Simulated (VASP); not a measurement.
Input of a VASP 6.6.1 run:

File INCAR:

```
SYSTEM = AlN
PREC = Accurate
ENCUT = 520
EDIFF = 1E-6
ISMEAR = 0
SIGMA = 0.05
LREAL = .False.
LASPH = .True.
NELM = 80
ALGO = Normal
ISIF = 2
LWAVE = .False.
LCHARG = .False.
NBANDS = 16
```

Contents of KPOINTS:

```
regular mesh
0
Gamma
  8 8 5
  0 0 0
```

The input POSCAR:

```
AlN
1.0
    3.1109999993      0.0000000000      0.0000000000
   -1.5554999997      2.6942050306      0.0000000000
    0.0000000000      0.0000000000      4.9810000000
Al N
2 2
Direct
    0.3333333333      0.6666666667      0.0001213096
    0.6666666667      0.3333333333      0.5001213096
    0.3333333333      0.6666666667      0.3818786904
    0.6666666667      0.3333333333      0.8818786904
```

Potentials or basis: VASP PAW LDA potentials, release 64 (Al, N).

Command:

```bash
$ cat potpaw_LDA.64/Al/POTCAR potpaw_LDA.64/N/POTCAR > POTCAR
$ mpirun -np 1 vasp_std > vasp.out
```

Task: Estimate the band gap on the k mesh.

Result: 4.23 eV, direct.

Task: Estimate the pressure.

Result: -3.9 GPa.

Stress tensor (GPa, compression positive):
```
-3.99  0.00  0.00
 0.00 -3.99  0.00
 0.00  0.00 -3.72
```
